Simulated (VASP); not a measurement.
Runs of VASP 6.6.1 on Pt. The structure is that of space group Fm-3m (No. 225), or close to it. The cells are those of the table. 

```csv
cell,gap on the mesh (eV),pressure (GPa)
"a = 2.717 Å, angles 60.0°, 1 atom",none,19.3
"a = 2.828 Å, angles 60.0°, 1 atom",none,(b)
"a = 2.810 Å, angles 60.0°, 1 atom",none,-11.3
"a = 2.773 Å, angles 60.0°, 1 atom",none,-1.4
"a = 2.791 Å, angles 60.0°, 1 atom",none,(a)
"a = 2.736 Å, angles 60.0°, 1 atom",none,11.5
"a = 2.755 Å, angles 60.0°, 1 atom",none,4.7
```

Alike in all rows: task single point; level PBEsol; potentials or basis VASP PAW PBE potentials, release 64 (Pt); no spin polarisation; k mesh 13 × 13 × 13; cutoff (eV) 500; smearing methfessel-paxton 0.15 eV.

Question: Fill in the values left out.

Answer: (a) -6.7; (b) -15.4.

Caveats: the PAW data sets were made with another functional, which shifts forces and pressure a little; spin-orbit coupling is left out, which moves the levels of the heavy elements.

A k mesh can miss the band edges, and the runs leave out spin-orbit coupling on Pt.

A gap of «none» marks levels without a gap at the run's occupations.
